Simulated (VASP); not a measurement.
Ge2Sb2Te5: single point with LDA

Ge2Sb2Te5:

```xyz
9
Lattice="4.1973 0.0000 0.0000 -2.0986 3.6350 0.0000 0.0000 0.0000 16.6537" Properties=species:S:1:pos:R:3 pbc="T T T"
Ge    0.0000    2.4233   14.9768
Ge    2.0986    1.2117    1.6770
Sb    0.0000    0.0000   11.3491
Sb    0.0000    0.0000    5.3047
Te    0.0000    0.0000    0.0000
Te    2.0986    1.2117   13.3358
Te    0.0000    2.4233    3.3179
Te    0.0000    2.4233    9.6327
Te    2.0986    1.2117    7.0210
```

* Program: VASP 6.6.1
* Task: single point
* Functional: LDA
* Potentials or basis: VASP PAW LDA potentials, release 64 (Ge_d, Sb, Te)
* Cutoff: 520 eV
* k mesh: 10 × 10 × 4
* Occupations: gaussian, width 0.05 eV
* Spin: no spin polarisation

| Property | Result |
| --- | --- |
| Pressure | 0.0 GPa |
| Largest force | 0.053 eV/Å |
| Band gap on the k mesh | 0.02 eV |

Forces on the atoms (eV/Å):
```
Ge   0.000  0.000  0.000
Ge   0.000  0.000  0.000
Sb   0.000  0.000  0.042
Sb   0.000  0.000 -0.042
Te   0.000  0.000  0.000
Te   0.000  0.000 -0.003
Te   0.000  0.000  0.003
Te   0.000  0.000 -0.053
Te   0.000  0.000  0.053
```

Levels at points of the mesh, in eV from the valence-band top:
```tsv
k point	band 31	band 32	band 33	band 34	band 35	band 36	band 37	band 38
(0.00, 0.00, 0.00)	-1.49	-1.20	-0.91	0.00	0.02	0.02	0.15	0.80
(0.50, 0.00, 0.00)	-1.89	-1.84	-1.48	-0.93	0.19	0.86	0.87	1.10
(0.00, 0.00, 0.50)	-1.63	-1.49	-0.78	-0.20	0.27	0.27	0.39	0.39
(0.50, 0.00, 0.50)	-2.36	-2.11	-1.52	-0.64	0.15	0.30	1.46	1.50
```

It took 6.1 min on 1 thread of Intel(R) Xeon(R) 6975P-C (Granite Rapids), on a shared host, peak memory 0.61 GiB.

Caveat: the smearing spreads over this small gap; semilocal functionals underestimate gaps, and a narrow one can read as zero; spin-orbit coupling is left out, which moves the levels of the heavy elements. A k mesh can miss the band edges.
